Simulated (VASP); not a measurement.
Set up this calculation in VASP 6.6.1, as the native input.

| Item | Value |
| --- | --- |
| Task | single point |
| Functional | PBE |
| Potentials or basis | VASP PAW PBE potentials, release 64 (Ga_d, N) |
| Cutoff | 520 eV |
| k mesh | 14 × 14 × 14 |
| Occupations | gaussian, width 0.05 eV |
| Spin | no spin polarisation |
| Dipole correction | no |
| Further INCAR settings | ALGO = Normal; EDIFF = 1e-06; NBANDS = 16 |

The structure of GaN lies in POSCAR:

```
GaN
1.0
    0.0000000000      2.1920536034      2.1920536034
    2.1920536034      0.0000000000      2.1920536034
    2.1920536034      2.1920536034      0.0000000000
Ga N
1 1
Direct
    0.0000000000      0.0000000000      0.0000000000
    0.5000000000      0.5000000000      0.5000000000
```

This cell differs from its parent crystal: strained.

These files were run (other wordings do the same):

INCAR

```
ALGO = Normal
EDIFF = 1E-6
ENCUT = 520
GGA = PE
ISIF = 2
ISMEAR = 0
LASPH = T
LCHARG = F
LREAL = F
LWAVE = F
NBANDS = 16
NELM = 60
PREC = Accurate
SIGMA = 0.05
```

KPOINTS

```
k-points
0
Gamma
  14 14 14
```

Potentials or basis: VASP PAW PBE potentials, release 64 (Ga_d, N).

Command:

```sh
$ cat potpaw_PBE.64/Ga_d/POTCAR potpaw_PBE.64/N/POTCAR > POTCAR
$ mpirun -np 1 vasp_std > vasp.out
```

It gave:

```json
{
  "Pressure": "-13.1 GPa",
  "Band gap on the k mesh": "zero (band 9 reaches 6.59 eV, above the bottom of band 10 at 6.53 eV)"
}
```

Caveat: the cell differs from its parent crystal (strained).

It took 20 s on 1 thread of Intel(R) Xeon(R) Platinum 8259CL CPU @ 2.50GHz (Skylake/Cascade Lake), on a shared host, peak memory 0.16 GiB.
